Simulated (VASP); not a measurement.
A run of VASP 6.6.1 is set up as follows.

Contents of INCAR:

```
SYSTEM = Rh
ALGO = Normal
EDIFF = 1E-6
ENCUT = 500
GGA = PS
GGA_COMPAT = .False.
ISIF = 2
ISMEAR = 0
LASPH = .True.
LCHARG = .True.
LELF = .True.
LREAL = .False.
LVHAR = .True.
LWAVE = .False.
NBANDS = 30
NELM = 120
PREC = Accurate
SIGMA = 0.1
```

File KPOINTS:

```
k-points
0
Gamma
  12 12 18
  0 0 0
```

File POSCAR:

```
Rh
1.0
    4.2811134629      0.0000000000      0.0000000000
   -2.1405567315      3.7075530154      0.0000000000
    0.0000000000      0.0000000000      2.6206850274
Rh
3
Direct
    0.0000000000      0.0000000000      0.0000000000
    0.3333333333      0.6666666667      0.5000000000
    0.6666666667      0.3333333333      0.5000000000
```

Potentials or basis: VASP PAW PBE potentials, release 64 (Rh_pv).

Run with:

```bash
$ cat potpaw_PBE.64/Rh_pv/POTCAR > POTCAR
$ mpirun -np 1 vasp_std > vasp.out
```

(1) Estimate the pressure.

(2) What does it give for the band gap on the k mesh?

Results:

(1) 0.0 GPa.

(2) zero (an odd number of electrons rules out a gap without spin polarisation).

Caveat: the PAW data sets were made with another functional, which shifts forces and pressure a little.
